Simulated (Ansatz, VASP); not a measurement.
GaSb: VASP beside Ansatz

```xyz
2
Lattice="-2.7534 2.7534 1.5907 2.7534 -2.7534 1.5907 2.7534 2.7534 -1.5907" Properties=species:S:1:pos:R:3 pbc="T T T"
Sb    0.0000    0.0000    0.0000
Ga    0.0000    2.7534    0.7954
```

Alike in both runs: task single point; functional PBE-based screened hybrid; k mesh 5 × 5 × 5; occupations fermi-dirac, width 0.05 eV; no spin polarisation.

|  | VASP | Ansatz |
| --- | --- | --- |
| version | VASP 6.6.1 | Ansatz 0.2.0 |
| potentials or method | VASP PAW PBE potentials, release 64 (Sb, Ga_d) | Ansatz PAW |
| plane-wave cutoff (eV) | 520 | 420 |
| valence electrons in the cell | 18 | 28 |

VASP gave:

```
gap on the k mesh at the Fermi level (eV)                     : none
pressure (GPa)                                                : -0.8
traceless stress, the component that is largest in VASP (GPa) : 0.32
```

Q: What did Ansatz give for the same quantities?

A: gap on the k mesh at the Fermi level (eV): none; pressure (GPa): -0.5; traceless stress, the component that is largest in VASP (GPa): 0.31.

VASP's potentials were made for PBE, not for PBE-based screened hybrid. A gap of «none» marks a metal or a gap that the smearing closes. The functional is the same, so the differences come from potentials, cutoffs and numerics. VASP's potentials hold 18 valence electrons a cell and Ansatz's 28, so a difference there can come from the potentials and not from the codes.

The k mesh is coarse, so the values compare programs but aren't converged. Spin-orbit coupling is off throughout.
